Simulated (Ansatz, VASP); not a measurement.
# Cr: VASP beside Ansatz

POSCAR

```
Cr
1.0
    4.5779058938      0.0000000000      0.0000000000
    0.0000000000      4.5779058938      0.0000000000
    0.0000000000      0.0000000000      4.5779058938
Cr
8
Direct
    0.0000000000      0.0000000000      0.0000000000
    0.5000000000      0.5000000000      0.5000000000
    0.2500000000      0.0000000000      0.5000000000
    0.7500000000      0.0000000000      0.5000000000
    0.5000000000      0.2500000000      0.0000000000
    0.5000000000      0.7500000000      0.0000000000
    0.0000000000      0.5000000000      0.2500000000
    0.0000000000      0.5000000000      0.7500000000
```

Contents of INCAR.step1:

```
PREC = Accurate ; ENCUT = 600
ISMEAR = -1 ; SIGMA = 0.1
LREAL = False ; LASPH = True
NELM = 100 ; GGA = PE
ALGO = Normal ; EDIFF = 1E-4
LWAVE = True ; LCHARG = False
```

Contents of INCAR.step2:

```
PREC = Accurate ; ENCUT = 600
EDIFF = 1E-7 ; ISMEAR = -1
SIGMA = 0.1 ; LREAL = False
LASPH = True ; NELM = 100
ALGO = Normal ; ISIF = 3
LWAVE = False ; LCHARG = False
METAGGA = R2SCAN ; LMIXTAU = True
IBRION = 2 ; NSW = 80
EDIFFG = -0.01 ; ISTART = 1
```

File KPOINTS:

```
Automatic mesh
0
Gamma
  6 6 6
```

Input for Ansatz:

```yaml
crystal:
  lattice:
    - [4.5779058938, 0.0, 0.0]
    - [0.0, 4.5779058938, 0.0]
    - [0.0, 0.0, 4.5779058938]
  atoms:
    - { symbol: Cr, position: [0.0, 0.0, 0.0] }
    - { symbol: Cr, position: [0.5, 0.5, 0.5] }
    - { symbol: Cr, position: [0.25, 0.0, 0.5] }
    - { symbol: Cr, position: [0.75, 0.0, 0.5] }
    - { symbol: Cr, position: [0.5, 0.25, 0.0] }
    - { symbol: Cr, position: [0.5, 0.75, 0.0] }
    - { symbol: Cr, position: [0.0, 0.5, 0.25] }
    - { symbol: Cr, position: [0.0, 0.5, 0.75] }
hamiltonian:
  xc: r2scan
  pseudopotentials:
    kind: paw
    azcp:
      Cr: "pseudopotentials/Cr.paw.azcp"
basis:
  ecutwfc: 500
  fft_grid_basis: typed
kpoints:
  mp_grid: { grid: [6, 6, 6], shift: [0, 0, 0] }
magnetization:
  spin_polarized: false
scf:
  occupations: { method: fermi_dirac, width: 0.1 }
relax:
  max_steps: 60
  f_tol: 0.01
  cell: {}
```

Alike in both runs: task relaxation of cell and atoms; functional r2SCAN; k mesh 6 × 6 × 6; occupations fermi-dirac, width 0.1 eV; no spin polarisation.

```csv
,VASP,Ansatz
version,VASP 6.6.1,Ansatz 0.2.0
potentials or method,"VASP PAW PBE potentials, release 64 (Cr_pv), cutoff 600 eV","plane waves (500 eV) with PAW, scalar-relativistic"
valence electrons in the cell,96,112
```

Ansatz gave:

| Item | Value |
| --- | --- |
| relaxed volume (Å³/atom) | 11.47 |
| relaxed length of the cell vector where the two differ most in proportion (Å) | 4.510 |

**Question.** Estimate VASP's values.

**Answer.** Relaxed volume (Å³/atom): 11.49; relaxed length of the cell vector where the two differ most in proportion (Å): 4.513.

VASP's potentials were made for PBE, not for r2SCAN. VASP's potentials hold 96 valence electrons a cell and Ansatz's 112, so a difference there can come from the potentials and not from the codes.
